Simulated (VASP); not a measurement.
Sn: single point with PBEsol

Crystal: Sn.

```
Sn
1.0
     0.00000    2.36783    2.36783
     2.36783    0.00000    2.36783
     2.36783    2.36783    0.00000
Sn
1
Cartesian
  0.0000 0.0000 0.0000
```

| Quantity | Value |
| --- | --- |
| Program | VASP 6.6.1 |
| Task | single point |
| Functional | PBEsol |
| Potentials or basis | VASP PAW PBE potentials, release 64 (Sn_d) |
| Cutoff | 520 eV |
| k mesh | 13 × 13 × 13 |
| Occupations | fermi-dirac, width 0.1 eV |
| Spin | no spin polarisation |
| Dipole correction | no |
| Further INCAR settings | ALGO = Normal; EDIFF = 1e-07; NBANDS = 13 |

```
Pressure               : -0.2 GPa
Band gap on the k mesh : zero (band 7 reaches 16.15 eV, above the bottom of band 8 at 6.26 eV)
```

Levels at points of the mesh, in eV from the Fermi level:
```tsv
k point	band 5	band 6	band 7	band 8	band 9	band 10
(0.00, 0.00, 0.00)	-21.41	-11.36	7.84	7.84	7.84	10.61
```

It took 28 s on 1 thread of Intel(R) Xeon(R) Platinum 8259CL CPU @ 2.50GHz (Skylake/Cascade Lake) (shared host), peak memory 0.17 GiB.

Caveat: the PAW data sets were made with another functional, which shifts forces and pressure a little; spin-orbit coupling is left out, which moves the levels of the heavy elements.
